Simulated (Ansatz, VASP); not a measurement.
# PbSe in VASP and in Ansatz

```
Pb Se
1.0
     4.27099    0.00000    0.00000
    -2.13550    3.69879    0.00000
     0.00000    0.00000    7.64401
Pb Se
2 2
Direct
  0.33333 0.66667 0.25000
  0.66667 0.33333 0.75000
  0.00000 0.00000 0.00000
  0.00000 0.00000 0.50000
```

Alike in both runs: task single point; functional r2SCAN; k mesh 8 × 8 × 6; occupations gaussian, width 0.05 eV; no spin polarisation.

```csv
,VASP,Ansatz
version,VASP 6.6.1,Ansatz 0.2.0
potentials or method,"VASP PAW PBE potentials, release 64 (Pb_d, Se), cutoff 520 eV","scalar-relativistic, plane waves, PAW"
valence electrons in the cell,40,60
```

```tsv
	VASP	Ansatz	Ansatz less VASP
gap on the k mesh at the Fermi level (eV)	0.43	0.43	-0.003
least direct gap on the mesh (eV)	0.49	0.49	-0.004
pressure (GPa)	-0.9	-0.9	-0.01
traceless stress, the component that is largest in VASP (GPa)	0.17	0.17	-0.003
```

VASP's potentials were made for PBE, not for r2SCAN. The functional is the same, so the differences come from potentials, cutoffs and numerics. VASP's potentials hold 40 valence electrons a cell and Ansatz's 60, so a difference there can come from the potentials and not from the codes.

Neither program's run includes spin-orbit coupling.
